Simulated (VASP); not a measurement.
Input of a VASP 6.6.1 run:

The input INCAR:

```
PREC     = Accurate       # precision mode
ENCUT    = 520            # plane-wave cutoff, eV
EDIFF    = 1E-7           # SCF threshold, eV
ISMEAR   = 0              # smearing method
SIGMA    = 0.15           # smearing width, eV
LREAL    = F              # projectors in reciprocal space
LASPH    = T              # aspherical terms in the spheres
NELM     = 80             # most SCF steps
ALGO     = Fast           # electronic algorithm
ISIF     = 2              # what is computed and relaxed
LWAVE    = F              # write WAVECAR
LCHARG   = T              # write CHGCAR
GGA      = PS             # functional
LELF     = T              # ELF
LVHAR    = T            
NBANDS   = 14             # bands
```

The input KPOINTS:

```
regular mesh
0
Gamma
  22 22 7
```

File POSCAR:

```
Al
1.0
   -1.6064390039      1.6064390039     -1.6064390039
   -1.6064390039     -1.6064390039      1.6064390039
    0.0000000000      6.7793094061      6.7793094061
Al
4
Direct
    0.0000000000      0.0000000000      0.8293671489
    0.5000000000      0.5000000000      0.1184810213
    0.0000000000      0.0000000000      0.3554430638
    0.5000000000      0.5000000000      0.5924051063
```

Potentials or basis: VASP PAW PBE potentials, release 64 (Al).

Command:

```bash
$ cat potpaw_PBE.64/Al/POTCAR > POTCAR
$ mpirun -np 1 vasp_std > vasp.out
```

Problem. Predict the largest force.

Solution. 0.543 eV/Å.

Problem. Predict the band gap on the k mesh.

Solution. Zero (band 6 reaches 11.28 eV, above the bottom of band 7 at 5.65 eV).

Problem. What does it give for the pressure?

Solution. -2.1 GPa.

Stress tensor (GPa, compression positive):
```
-2.36  0.00  0.00
 0.00 -1.97 -0.79
 0.00 -0.79 -1.97
```

Caveat: the PAW data sets were made with another functional, which shifts forces and pressure a little.
